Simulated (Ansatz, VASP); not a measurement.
**TaTi4: VASP beside Ansatz**

```
CELL_PARAMETERS angstrom
2.30953 1.33341 4.70207
-2.30953 1.33341 4.70207
0.00000 -2.66682 4.70207
ATOMIC_POSITIONS crystal
Ti 0.39849 0.39849 0.39849
Ti 0.60151 0.60151 0.60151
Ti 0.20114 0.20114 0.20114
Ti 0.79886 0.79886 0.79886
Ta 0.00000 0.00000 0.00000
```

Alike in both runs: functional PBE; k mesh 12 × 12 × 12; occupations gaussian, width 0.1 eV; no spin polarisation.

Ansatz relaxed the structure, and its values are those at the end. VASP's run is a single point on that final structure, the one shown.

|  | VASP | Ansatz |
| --- | --- | --- |
| version | VASP 6.6.1 | Ansatz 0.2.0 |
| potentials or method | VASP PAW PBE potentials, release 64 (Ti_sv, Ta_pv), cutoff 520 eV | scalar-relativistic, plane waves, PAW |
| valence electrons in the cell | 59 | 61 |

|  | VASP | Ansatz | Ansatz less VASP |
| --- | --- | --- | --- |
| gap on the k mesh at the Fermi level (eV) | none | none | - |
| pressure (GPa) | -0.2 | 0.0 | +0.20 |

A gap of «none» marks a metal or a gap that the smearing closes. VASP's potentials hold 59 valence electrons a cell and Ansatz's 61, so a difference there can come from the potentials and not from the codes.

Neither program's run includes spin-orbit coupling.
